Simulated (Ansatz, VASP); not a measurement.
Al: VASP beside Ansatz

The input INCAR:

```
PREC = Accurate ; ENCUT = 520
EDIFF = 1E-6 ; ISMEAR = 0
SIGMA = 0.1 ; LREAL = False
LASPH = True ; NELM = 80
ALGO = Normal ; ISIF = 2
LWAVE = False ; LCHARG = False
GGA = PS ; NBANDS = 12
```

The input KPOINTS:

```
regular mesh
0
Gamma
  9 9 8
```

POSCAR

```
Al
1.0
    4.0919516368      0.0000000000      0.0000000000
   -2.0459758184      3.5437340685      0.0000000000
    0.0000000000      0.0000000000      4.9927787000
Al
3
Direct
    0.0000000000      0.0000000000      0.0000000000
    0.3333333300      0.6666666700      0.3499253500
    0.6666666700      0.3333333300      0.6500746500
```

Input for Ansatz:

```yaml
crystal:
  lattice:
    - [4.0919516368, 0.0, 0.0]
    - [-2.0459758184, 3.5437340685, 0.0]
    - [0.0, 0.0, 4.9927787]
  atoms:
    - { symbol: Al, position: [0.0, 0.0, 0.0] }
    - { symbol: Al, position: [0.33333333, 0.66666667, 0.34992535] }
    - { symbol: Al, position: [0.66666667, 0.33333333, 0.65007465] }
basis:
  ecutwfc: 500
  fft_grid_basis: typed
kpoints:
  mp_grid: { grid: [9, 9, 8] }
hamiltonian:
  xc: pbesol
  pseudopotentials: { kind: paw }
scf:
  occupations: { method: gaussian, width: 0.1 }
output:
  forces: true
  stress: true
  eigenvalues: true
  bader: true
  write_density: true
  volumetric_format: npy
```

Alike in both runs: task single point; functional PBEsol; k mesh 9 × 9 × 8; occupations gaussian, width 0.1 eV; no spin polarisation.

```csv
,VASP,Ansatz
version,VASP 6.6.1,Ansatz 0.2.0
potentials or method,"VASP PAW PBE potentials, release 64 (Al), cutoff 520 eV","scalar-relativistic, plane waves, PAW"
valence electrons in the cell,9,9
```

|  | VASP | Ansatz | Ansatz less VASP |
| --- | --- | --- | --- |
| gap on the k mesh at the Fermi level (eV) | none | none | - |
| rms of the force components (eV/Å) | 0.095 | 0.094 | -0.0007 |

VASP's potentials were made for PBE, not for PBEsol. Atom by atom the forces differ by 0.001 eV/Å (rms over components). A gap of «none» marks a metal or a gap that the smearing closes.
